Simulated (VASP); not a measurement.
# Si8O15 (a cell with a defect) in VASP: notebook

Runs on Si8O15 (a cell with a defect). Level: PBE+D3(BJ). Tasks: single point.

All numbers are computed with VASP 6.6.1; they aren't measurements. Logs are shortened: lines on timing, memory, paths and dates and some standing lists are left out, and cuts for length are marked.

### Step 1. The cell of the first run

The cell holds a defect, 23 atoms: a = 5.846 Å, b = 5.846 Å, c = 5.303 Å, α = 90.00°, β = 90.00°, γ = 90.00°.

### Step 2. Single point, PBE+D3(BJ)

INCAR

```
  PREC = Accurate
  ENCUT = 520
  EDIFF = 1E-6
  ISMEAR = -1
  SIGMA = 0.05
  LREAL = Auto
  LASPH = True
  NELM = 60
  ALGO = Normal
  ISIF = 2
  LWAVE = False
  LCHARG = False
  GGA = PE
  IVDW = 12
  NELECT = 124.0
  NBANDS = 78
```

KPOINTS

```
regular mesh
0
Gamma
  2 2 2
```

POSCAR

```
Si8O15
1.0
   -4.1337000000     -4.1337000000      0.0000000000
    4.1337000000     -4.1337000000      0.0000000000
    0.0000000000      0.0000000000      5.3034000000
Si O
8 15
Direct
    0.5006321421      0.4964168706     -0.0022868409
    0.0006736751      0.5420430773      0.2507537606
    0.5006338513      0.4963168609      0.5040463594
    0.0006116944      0.4951351119      0.7507987005
    0.0007348126     -0.0049001899      0.0247143490
    0.5006762204     -0.0019710353      0.2508605898
    0.0007178277     -0.0051276536      0.4765812577
    0.5006494156     -0.0041054856      0.7508121579
    0.2071117317      0.4957776485     -0.0150659915
    0.0005652928      0.2359267997      0.2509058215
    0.7941775167      0.4959631221     -0.0149526300
    0.2071633174      0.4957471863      0.5168322645
    0.0005402509      0.1879065875      0.7507539707
    0.7941358657      0.4959104311      0.5167510266
    0.0006748145      0.8015476648      0.7508039315
    0.6922080528     -0.0033847740      0.0036430427
    0.5005373463      0.6913430060      0.2509567960
    0.3089884489     -0.0032624163      0.0035870247
    0.5006841034      0.3023205611      0.2508286885
    0.6922715662     -0.0032381980      0.4980284884
    0.5006379926      0.6975520548      0.7508005549
    0.3089675946     -0.0030224313      0.4980509735
    0.5007815662      0.2963867015      0.7509075040
```

Potentials or basis: VASP PAW PBE potentials, release 64 (Si, O).

Started as:

```bash
> cat potpaw_PBE.64/Si/POTCAR potpaw_PBE.64/O/POTCAR > POTCAR
> mpirun -np 1 vasp_std > vasp.out
```

OUTCAR:

```text
PREC = Accurate
   ENCUT = 520
   EDIFF = 1E-6
   ISMEAR = -1
   LREAL = Auto
   LASPH = True
   NELM = 60
   ISIF = 2
   GGA = PE
   IVDW = 12
   NELECT = 124.0
 IVDW          = 12

 ion  position               nearest neighbor table
   1  0.501  0.496  0.998-   9 1.72  11 1.72  23 1.76  19 1.76  21 1.76  17 1.76   3 2.62   3 2.69

   2  0.001  0.542  0.251-  10 1.79  11 1.87   9 1.88  14 1.88  12 1.88   4 2.67   4 2.67   7 2.91
                             5 2.91
   3  0.501  0.496  0.504-  12 1.72  14 1.72  23 1.76  19 1.76  21 1.76  17 1.76   1 2.62   1 2.69

   4  0.001  0.495  0.751-  12 1.73  14 1.73   9 1.73  11 1.73  15 1.79  13 1.80   2 2.67   2 2.67

   5  0.001  0.995  0.025-  18 1.81  16 1.81  13 1.84  15 1.84  10 1.85   7 2.40   7 2.91   2 2.91

   6  0.501  0.998  0.251-  16 1.72  20 1.72  22 1.72  18 1.72  19 1.78  17 1.79   8 2.65   8 2.65

   7  0.001  0.995  0.477-  22 1.81  20 1.81  13 1.84  15 1.84  10 1.85   5 2.40   2 2.91   5 2.91

   8  0.501  0.996  0.751-  21 1.74  16 1.75  20 1.75  18 1.75  22 1.75  23 1.76   6 2.65   6 2.65

   9  0.207  0.496  0.985-   1 1.72   4 1.73   2 1.88
  10  0.001  0.236  0.251-   2 1.79   7 1.85   5 1.85
  11  0.794  0.496  0.985-   1 1.72   4 1.73   2 1.87
  12  0.207  0.496  0.517-   3 1.72   4 1.73   2 1.88
  13  0.001  0.188  0.751-   4 1.80   5 1.84   7 1.84
  14  0.794  0.496  0.517-   3 1.72   4 1.73   2 1.88
  15  0.001  0.802  0.751-   4 1.79   5 1.84   7 1.84
  16  0.692  0.997  0.004-   6 1.72   8 1.75   5 1.81
  17  0.501  0.691  0.251-   3 1.76   1 1.76   6 1.79
  18  0.309  0.997  0.004-   6 1.72   8 1.75   5 1.81
  19  0.501  0.302  0.251-   1 1.76   3 1.76   6 1.78
  20  0.692  0.997  0.498-   6 1.72   8 1.75   7 1.81
  21  0.501  0.698  0.751-   8 1.74   3 1.76   1 1.76
  22  0.309  0.997  0.498-   6 1.72   8 1.75   7 1.81
  23  0.501  0.296  0.751-   3 1.76   1 1.76   8 1.76

  LATTYP: Found a simple tetragonal cell.
 ALAT       =     5.8459346028
 C/A-ratio  =     0.9071945481

  Lattice vectors:

 A1 = (  -4.1337000000,  -4.1337000000,   0.0000000000)
 A2 = (   4.1337000000,  -4.1337000000,   0.0000000000)
 A3 = (   0.0000000000,   0.0000000000,   5.3034000000)

Analysis of symmetry for initial positions (statically):
=====================================================================
 Subroutine PRICEL returns:
 Original cell was already a primitive cell.

 Routine SETGRP: Setting up the symmetry group for a
 simple tetragonal supercell.

 Subroutine GETGRP returns: Found  1 space group operations
 (whereof  1 operations were pure point group operations)
 out of a pool of 16 trial point group operations.

The static configuration has the point symmetry C_1 .

Analysis of symmetry for dynamics (positions and initial velocities):
=====================================================================
 Subroutine PRICEL returns:
 Original cell was already a primitive cell.

 Routine SETGRP: Setting up the symmetry group for a
 simple tetragonal supercell.

 Subroutine GETGRP returns: Found  1 space group operations
 (whereof  1 operations were pure point group operations)
 out of a pool of 16 trial point group operations.

The dynamic configuration has the point symmetry C_1 .

 Subroutine INISYM returns: Found  1 space group operations
 (whereof  1 operations are pure point group operations),
 and found     1 'primitive' translations

----------------------------------------------------------------------------------------

                                     Primitive cell

  volume of cell :     181.2434

  direct lattice vectors                    reciprocal lattice vectors
    -4.133700000 -4.133700000  0.000000000    -0.120957012 -0.120957012  0.000000000
     4.133700000 -4.133700000  0.000000000     0.120957012 -0.120957012  0.000000000
     0.000000000  0.000000000  5.303400000     0.000000000  0.000000000  0.188558283

  length of vectors
     5.845934603  5.845934603  5.303400000     0.171059047  0.171059047  0.188558283

  position of ions in fractional coordinates (direct lattice)
     0.500632142  0.496416871  0.997713159
     0.000673675  0.542043077  0.250753761
     0.500633851  0.496316861  0.504046359
     0.000611694  0.495135112  0.750798700
     0.000734813  0.995099810  0.024714349
     0.500676220  0.998028965  0.250860590
[... 15 lines left out ...]
     0.308967595  0.996977569  0.498050973
     0.500781566  0.296386701  0.750907504

  ion indices of the primitive-cell ions
   primitive index   ion index
                 1           1
                 2           2
                 3           3
                 4           4
                 5           5
                 6           6
[... 15 lines left out ...]
                22          22
                23          23

----------------------------------------------------------------------------------------

 KPOINTS: regular mesh

Automatic generation of k-mesh.
 Grid dimensions read from file:
 generate k-points for:    2    2    2

 Generating k-lattice:

  Cartesian coordinates                     Fractional coordinates (reciprocal lattice)
    -0.060478506 -0.060478506  0.000000000     0.500000000  0.000000000  0.000000000
     0.060478506 -0.060478506  0.000000000     0.000000000  0.500000000  0.000000000
     0.000000000  0.000000000  0.094279142     0.000000000  0.000000000  0.500000000

  Length of vectors
     0.085529523  0.085529523  0.094279142

  Shift w.r.t. Gamma in fractional coordinates (k-lattice)
     0.000000000  0.000000000  0.000000000

 Subroutine IBZKPT returns following result:
 ===========================================

 Found      8 irreducible k-points:

 Following reciprocal coordinates:
            Coordinates               Weight
  0.000000  0.000000  0.000000      1.000000
  0.500000  0.000000  0.000000      1.000000
  0.000000  0.500000  0.000000      1.000000
  0.500000  0.500000  0.000000      1.000000
  0.000000  0.000000  0.500000      1.000000
  0.500000  0.000000  0.500000      1.000000
  0.000000  0.500000  0.500000      1.000000
  0.500000  0.500000  0.500000      1.000000
   k-points           NKPTS =      8   k-points in BZ     NKDIM =      8   number of bands    NBANDS=     78
   number of dos      NEDOS =    301   number of ions     NIONS =     23
   total plane-waves  NPLWV =  92160
   dimension x,y,z NGX =    48 NGY =   48 NGZ =   40
   dimension x,y,z NGXF=    96 NGYF=   96 NGZF=   80
   ions per type =               8  15
   NGX,Y,Z   is equivalent  to a cutoff of  13.65, 13.65, 12.54 a.u.
   NGXF,Y,Z  is equivalent  to a cutoff of  27.30, 27.30, 25.08 a.u.
 SYSTEM =  unknown system
   PREC   = accura    normal or accurate (medium, high low for compatibility)
   ISTART =      0    job   : 0-new  1-cont  2-samecut
   ICHARG =      2    charge: 1-file 2-atom 10-const
   ISPIN  =      1    spin polarized calculation?
   LNONCOLLINEAR =      F non collinear calculations
   LSORBIT =      F    spin-orbit coupling
   LASPH  =      T    aspherical Exc in radial PAW
   ENCUT  =  520.0 eV  38.22 Ry    6.18 a.u.  10.87 10.87  9.86*2*pi/ulx,y,z
   NELM   =     60;   NELMIN=  2; NELMDL= -5     # of ELM steps
   EDIFF  = 0.1E-05   stopping-criterion for ELM
   LREAL  =      T    real-space projection
   EDIFFG = 0.1E-04   stopping-criterion for IOM
   NSW    =      0    number of steps for IOM
   IBRION =     -1    ionic relax: 0-MD 1-quasi-New 2-CG
   NFREE  =      0    steps in history (QN), initial steepest desc. (CG)
   ISIF   =      2    stress and relaxation
   ISYM   =      2    0-nonsym 1-usesym 2-fastsym
   POTIM  = 0.5000    time-step for ionic-motion
   TEBEG  =    0.0;   TEEND  =   0.0 temperature during run
   PSTRESS=    0.0 pullay stress
   NELECT =     124.0000    total number of electrons
   NUPDOWN=      -1.0000    fix difference up-down
   EMIN   =  10.00;   EMAX   =-10.00  energy-range for DOS
[... 5 lines left out ...]
     AMIX     =   0.40;   BMIX     =  1.00
     AMIX_MAG =   1.60;   BMIX_MAG =  1.00
  volume/ion in A,a.u.               =       7.88        53.18
  Fermi-wavevector in a.u.,A,eV,Ry     =   1.442540  2.726006 28.312671  2.080923
  Thomas-Fermi vector in A             =   2.561049
   LORBIT       =      0    0 simple, 1 ext, 2 COOP (PROOUT), +10 PAW based schemes
   GGA     = PE    functional components
   LHFCALC =     F    Hartree Fock is set to
   AEXX    =    0.0000 exact exchange contribution
   IVDW    =    12    specifies the selected vdW correction
   LEPSILON=     F    determine dielectric tensor
   LRPA    =     F    only Hartree local field effects (RPA)
 non-spin polarized calculation
  energy-cutoff  :      520.00
  volume of cell :      181.24
 maximum number of plane-waves:      4912
 NGX is ok and might be reduce to    48
   NGX = 21   NGY = 21   NGZ = 19

 number of electron     123.9999983 magnetization

 Free energy of the ion-electron system (eV)
  ---------------------------------------------------
  ext. energy  EPLUGINS =         0.00000000
  ---------------------------------------------------
  free energy    TOTEN  =      -147.07005420 eV

  energy without entropy =     -147.05235039  energy(sigma->0) =     -147.06120229

 E-fermi :  13.3413     XC(G=0): -12.3752

 val. band max:       13.2869057417   @ k =   0.0000   0.0000   0.5000
 cond. band min:      13.4021470811   @ k =   0.5000   0.0000   0.0000
 fundamental gap:      0.1152413394
 Fermi energy:        13.3412696440

 k-point     1 :       0.0000    0.0000    0.0000
  band No.  band energies     occupation
      1     -14.6656      2.00000
      2     -12.8203      2.00000
      3     -12.1626      2.00000
      4     -12.1349      2.00000
      5     -11.9213      2.00000
      6     -11.5700      2.00000
[... 66 lines left out ...]
     73      18.0881      0.00000
     74      18.2158      0.00000

 k-point     2 :       0.5000    0.0000    0.0000
  band No.  band energies     occupation
      1     -14.4619      2.00000
      2     -12.9598      2.00000
      3     -12.5317      2.00000
      4     -12.0639      2.00000
      5     -12.0495      2.00000
      6     -11.6099      2.00000
[... 454 lines left out ...]
 k-point     8 :       0.5000    0.5000    0.5000
  band No.  band energies     occupation
      1     -13.1948      2.00000
      2     -13.1532      2.00000
      3     -13.0666      2.00000
      4     -12.9760      2.00000
      5     -12.1818      2.00000
      6     -11.8655      2.00000
[... 66 lines left out ...]
     73      18.7237      0.00000
     74      18.9310      0.00000
 [bands above 74 left out]

------------------------ aborting loop because EDIFF is reached ----------------------------------------

 Edisp (eV)   -5.64196

 E8    (eV) :    -1.9557

  FORCE on cell =-STRESS in cart. coord.  units (eV):
  Direction    XX          YY          ZZ          XY          YZ          ZX
  --------------------------------------------------------------------------------------
  -------------------------------------------------------------------------------------
  Total      53.93283    53.98029    53.05680     3.83203     0.01487    -0.01659
  in kB     476.76182   477.18143   469.01782    33.87481     0.13143    -0.14666
  external pressure =      474.32 kB  Pullay stress =        0.00 kB

 VOLUME and BASIS-vectors are now :
 -----------------------------------------------------------------------------
  energy-cutoff  :      520.00
  volume of cell :      181.24
      direct lattice vectors                 reciprocal lattice vectors
    -4.133700000 -4.133700000  0.000000000    -0.120957012 -0.120957012  0.000000000
     4.133700000 -4.133700000  0.000000000     0.120957012 -0.120957012  0.000000000
     0.000000000  0.000000000  5.303400000     0.000000000  0.000000000  0.188558283

 POSITION                                       TOTAL-FORCE (eV/Angst)
 -----------------------------------------------------------------------------------
     -0.01742     -4.12150      5.29127         0.000901     -0.001021     -0.014324
      2.23786     -2.24343      1.32985        -0.002027      0.005077      0.012510
     -0.01785     -4.12110      2.67316         0.001520     -0.001569      0.014033
      2.04421     -2.04927      3.98179        -0.007395      0.005107     -0.000765
      4.11041     -4.11648      0.13107         0.000096      0.018508      0.016891
      2.05591     -6.19520      1.33041         0.006881      0.004386     -0.006655
[... 15 lines left out ...]
      2.84403     -5.39839      2.64136        -0.000358      0.016598      0.005816
     -0.84491     -3.29525      3.98236        -0.007633      0.012098      0.001998
 -----------------------------------------------------------------------------------
    total drift:                               -0.006678     -0.008217     -0.002393

  FREE ENERGIE OF THE ION-ELECTRON SYSTEM (eV)
  ---------------------------------------------------
  free  energy   TOTEN  =      -152.7120119203 eV

  energy  without entropy=     -152.6943081174  energy(sigma->0) =     -152.70316002
```

Run time: 75 s. Hardware: 1 thread of Intel Xeon 6975P-C (Granite Rapids), shared host; peak memory 0.3 GiB.

What came out:

* Free energy: -152.7120 eV
* Largest force: 0.035 eV/Å
* Dispersion energy per atom: -0.245 eV

Forces in eV/Å, atoms in the order of the input:
```
Si   0.001 -0.001 -0.014
Si  -0.002  0.005  0.013
Si   0.002 -0.002  0.014
Si  -0.007  0.005 -0.001
Si   0.000  0.019  0.017
Si   0.007  0.004 -0.007
Si   0.000  0.016 -0.012
Si   0.004 -0.008  0.006
O   -0.011 -0.021 -0.006
O    0.019 -0.024 -0.011
O    0.019  0.009 -0.011
O   -0.012 -0.021  0.003
O   -0.014  0.013  0.009
O    0.019  0.011  0.006
O   -0.008  0.005  0.001
O   -0.019 -0.024 -0.016
O    0.010 -0.010 -0.009
O    0.012  0.010 -0.006
O    0.001  0.000  0.001
O   -0.021 -0.011  0.008
O    0.008 -0.003  0.008
O    0.000  0.017  0.006
O   -0.008  0.012  0.002
```

Caveat: the k points lie up to 0.59 Å⁻¹ apart; the cell carries a net charge on a neutralising background, which shifts energy and pressure; the cell is charged against a uniform background, so pressure and absolute levels hang on convention.

### Step 3. Single point, PBE+D3(BJ)

INCAR

```
SYSTEM = Si8O15
ALGO = Normal
EDIFF = 1E-7
ENCUT = 520
GGA = PE
ISIF = 2
ISMEAR = -1
IVDW = 12
LASPH = .True.
LCHARG = .False.
LREAL = Auto
LWAVE = .False.
NBANDS = 78
NELECT = 124.0
NELM = 100
PREC = Accurate
SIGMA = 0.05
```

KPOINTS

```
k-points
0
Gamma
  2 2 2
  0 0 0
```

POSCAR

```
Si8O15
1.0
   -4.1337000000     -4.1337000000      0.0000000000
    4.1337000000     -4.1337000000      0.0000000000
    0.0000000000      0.0000000000      5.3034000000
Si O
8 15
Direct
    0.5000000000      0.5035512184     -0.0032751247
    0.0000000000      0.4585061472      0.2500000000
    0.5000000000      0.5035512184      0.5032751247
    0.0000000000      0.5050431790      0.7500000000
    0.0000000000      0.0055498753      0.0241321687
    0.5000000000      0.0019833801      0.2500000000
    0.0000000000      0.0055498753      0.4758678313
    0.5000000000      0.0041030132      0.7500000000
    0.2065659118      0.5042097541     -0.0159882194
    0.0000000000     -0.2356937305      0.2500000000
    0.7934340882      0.5042097541     -0.0159882194
    0.2065659118      0.5042097541      0.5159882194
    0.0000000000      0.1987210492      0.7500000000
    0.7934340882      0.5042097541      0.5159882194
    0.0000000000      0.8123605253      0.7500000000
    0.6916414217      0.0032910790      0.0027581537
    0.5000000000      0.6976632095      0.2500000000
    0.3083585783      0.0032910790      0.0027581537
    0.5000000000      0.3086674835      0.2500000000
    0.6916414217      0.0032910790      0.4972418463
    0.5000000000      0.7036921117      0.7500000000
    0.3083585783      0.0032910790      0.4972418463
    0.5000000000      0.3024481120      0.7500000000
```

Potentials or basis: VASP PAW PBE potentials, release 64 (Si, O).

Started as:

```bash
> cat potpaw_PBE.64/Si/POTCAR potpaw_PBE.64/O/POTCAR > POTCAR
> mpirun -np 1 vasp_std > vasp.out
```

Run time: 85 s. Hardware: 1 thread of Intel Xeon 6975P-C (Granite Rapids), shared host; peak memory 0.31 GiB.

Results (log left out):

```
Free energy                : -152.7121 eV
Largest force              : 0.031 eV/Å
Dispersion energy per atom : -0.245 eV
```

Forces in eV/Å, atoms in the order of the input:
```
Si   0.016 -0.016  0.013
Si  -0.006  0.006  0.000
Si   0.016 -0.016 -0.013
Si   0.022 -0.022  0.000
Si  -0.012  0.012 -0.002
Si  -0.007  0.007  0.000
Si  -0.012  0.012  0.002
Si  -0.011  0.011  0.000
O   -0.007 -0.002  0.004
O   -0.018  0.018  0.000
O    0.002  0.007  0.004
O   -0.007 -0.002 -0.004
O    0.003 -0.003  0.000
O    0.002  0.007 -0.004
O    0.010 -0.010  0.000
O   -0.008 -0.020 -0.003
O   -0.002  0.002  0.000
O    0.020  0.008 -0.003
O   -0.011  0.011  0.000
O   -0.008 -0.020  0.003
O    0.004 -0.004  0.000
O    0.020  0.008  0.003
O   -0.005  0.005  0.000
```

Levels at points of the mesh, in eV from the Fermi level:
```tsv
k point	band 60	band 61	band 62	band 63	band 64	band 65
(0.00, 0.00, 0.00)	-5.34	-4.94	-0.20	1.22	1.34	1.48
(0.50, 0.00, 0.00)	-5.64	-4.47	0.06	1.05	1.96	2.36
(0.00, 0.50, 0.00)	-5.43	-5.08	-1.00	1.22	1.94	2.40
(0.50, 0.50, 0.00)	-5.53	-4.79	-0.69	1.65	1.96	2.93
(0.00, 0.00, 0.50)	-5.62	-4.47	-0.48	-0.05	2.79	2.99
(0.50, 0.00, 0.50)	-5.53	-4.39	0.22	0.24	2.52	3.05
(0.00, 0.50, 0.50)	-5.49	-4.72	-0.45	-0.39	2.98	3.27
(0.50, 0.50, 0.50)	-5.66	-4.37	-0.36	0.19	2.42	4.28
```

Caveat: the k points lie up to 0.59 Å⁻¹ apart; the cell carries a net charge on a neutralising background, which shifts energy and pressure; the cell is charged against a uniform background, so pressure and absolute levels hang on convention.
